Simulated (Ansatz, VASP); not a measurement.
# CdS: VASP beside Ansatz

File INCAR:

```
SYSTEM = CdS
PREC = Accurate
ENCUT = 500
EDIFF = 1E-6
ISMEAR = 0
SIGMA = 0.01
LREAL = .FALSE.
LASPH = .TRUE.
NELM = 120
ALGO = Normal
ISIF = 2
LWAVE = .FALSE.
LCHARG = .FALSE.
GGA = PS
NBANDS = 26
GGA_COMPAT = .FALSE.
```

The input KPOINTS:

```
Automatic mesh
0
G
  6 4 6
  0 0 0
```

File POSCAR:

```
CdS
1.0
    3.9997431777      0.0000000000      0.0000000000
    0.0000000000      5.6547091982      0.0000000000
    0.0000000000      0.0000000000      3.9993943426
Cd S
2 2
Direct
    0.5000000000      0.5000000000      0.2430300000
    0.0000000000      0.0000000000      0.7569700000
    0.5000000000      0.0000000000      0.2551600000
    0.0000000000      0.5000000000      0.7448400000
```

Input for Ansatz:

```yaml
crystal:
  lattice:
    - [3.9997431777373813, 0.0, 0.0]
    - [0.0, 5.654709198209489, 0.0]
    - [0.0, 0.0, 3.9993943426442593]
  atoms:
    - { symbol: Cd, position: [0.5, 0.5, 0.24303] }
    - { symbol: Cd, position: [0.0, 0.0, 0.75697] }
    - { symbol: S, position: [0.5, 0.0, 0.25516] }
    - { symbol: S, position: [0.0, 0.5, 0.74484] }
basis:
  ecutwfc: 462.593566181796
kpoints:
  mp_grid:
    grid: [6, 4, 6]
hamiltonian:
  xc: pbesol
scf:
  occupations:
    method: fixed
output:
  stress: true
```

Alike in both runs: task single point; functional PBEsol; k mesh 6 × 4 × 6; no spin polarisation.

```csv
,VASP,Ansatz
version,VASP 6.6.1,Ansatz 0.2.0
potentials or method,"VASP PAW PBE potentials, release 64 (Cd, S), cutoff 500 eV","plane waves, PAW"
occupations,"gaussian, width 0.01 eV",fixed
valence electrons in the cell,36,52
```

```tsv
	VASP	Ansatz	Ansatz less VASP
pressure (GPa)	-8.2	-8.5	-0.29
traceless stress, the component that is largest in VASP (GPa)	-0.05	-0.05	+0.002
```

VASP's potentials were made for PBE, not for PBEsol. VASP's potentials hold 36 valence electrons a cell and Ansatz's 52, so a difference there can come from the potentials and not from the codes.
